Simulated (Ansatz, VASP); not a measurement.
## One calculation of BP, two programs

```xyz
2
Lattice="2.2454 2.2454 0.0000 -2.2454 2.2454 0.0000 0.0000 2.2454 2.2454" Properties=species:S:1:pos:R:3 pbc="T T T"
B     0.0000    0.0000    0.0000
P     1.1227    3.3681    1.1227
```

Alike in both runs: functional LDA; k mesh 12 × 12 × 12; occupations fermi-dirac, width 0.1 eV; no spin polarisation.

Ansatz relaxed the structure, and its values are those at the end. VASP's run is a single point on that final structure, the one shown.

|  | VASP | Ansatz |
| --- | --- | --- |
| version | VASP 6.6.1 | Ansatz 0.2.0 |
| potentials or method | VASP PAW LDA potentials, release 64 (B, P) | PAW with Ansatz's default frozen-core files, scalar-relativistic |
| plane-wave cutoff (eV) | 520 | 420 |
| valence electrons in the cell | 8 | 8 |

```csv
,VASP,Ansatz,Ansatz less VASP
pressure (GPa),-0.2,0.0,+0.11
```

LDA's correlation is that of Perdew and Zunger in VASP and of Perdew and Wang (1992) in Ansatz.
